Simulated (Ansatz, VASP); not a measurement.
Two plane-wave programs on AlGaN2

Contents of INCAR:

```
PREC = Accurate ; ENCUT = 520
EDIFF = 1E-6 ; ISMEAR = 0
SIGMA = 0.05 ; LREAL = F
LASPH = T ; NELM = 60
ALGO = Normal ; ISIF = 2
LWAVE = F ; LCHARG = F
NBANDS = 21
```

File KPOINTS:

```
Automatic mesh
0
Gamma
  8 8 6
```

The input POSCAR:

```
AlGaN2
1.0
    3.0466507372      0.0000000000      0.0000000000
    0.0000000000      3.0466507372      0.0000000000
    0.0000000000      0.0000000000      4.4901955091
Al Ga N
1 1 2
Direct
    0.5000000000      0.5000000000      0.5000000000
    0.0000000000      0.0000000000      0.0000000000
    0.5000000000      0.0000000000      0.7382648100
    0.0000000000      0.5000000000      0.2617351900
```

Input for Ansatz:

```yaml
crystal:
  lattice:
    - [3.0466507372, 0.0, 0.0]
    - [0.0, 3.0466507372, 0.0]
    - [0.0, 0.0, 4.4901955091]
  atoms:
    - { symbol: Al, position: [0.5, 0.5, 0.5] }
    - { symbol: Ga, position: [0.0, 0.0, 0.0] }
    - { symbol: "N", position: [0.5, 0.0, 0.73826481] }
    - { symbol: "N", position: [0.0, 0.5, 0.26173519] }
basis:
  ecutwfc: 420
kpoints:
  mp_grid: { grid: [8, 8, 6] }
hamiltonian:
  xc: lda
scf:
  occupations: { method: gaussian, width: 0.05 }
output:
  forces: true
  stress: true
  eigenvalues: true
```

Change from the starting cell: strain -0.030 along x and y, +0.015 along z, atoms carried along.

Alike in both runs: task single point; functional LDA; k mesh 8 × 8 × 6; occupations gaussian, width 0.05 eV; no spin polarisation.

```csv
,VASP,Ansatz
version,VASP 6.6.1,Ansatz 0.2.0
potentials or method,"VASP PAW LDA potentials, release 64 (Al, Ga_d, N), cutoff 520 eV","scalar-relativistic, plane waves, PAW"
valence electrons in the cell,26,26
```

Ansatz gave:

- gap on the k mesh at the Fermi level (eV): 3.11
- least direct gap on the mesh (eV): 3.12
- pressure (GPa): 4.4
- traceless stress, the component that is largest in VASP (GPa): -4.66
- rms of the force components (eV/Å): 0.120

Which values does VASP return?

gap on the k mesh at the Fermi level (eV): 3.09; least direct gap on the mesh (eV): 3.13; pressure (GPa): 5.3; traceless stress, the component that is largest in VASP (GPa): -4.61; rms of the force components (eV/Å): 0.109.

LDA's correlation is that of Perdew and Zunger in VASP and of Perdew and Wang (1992) in Ansatz. Atom by atom the forces differ by 0.012 eV/Å (rms over components).
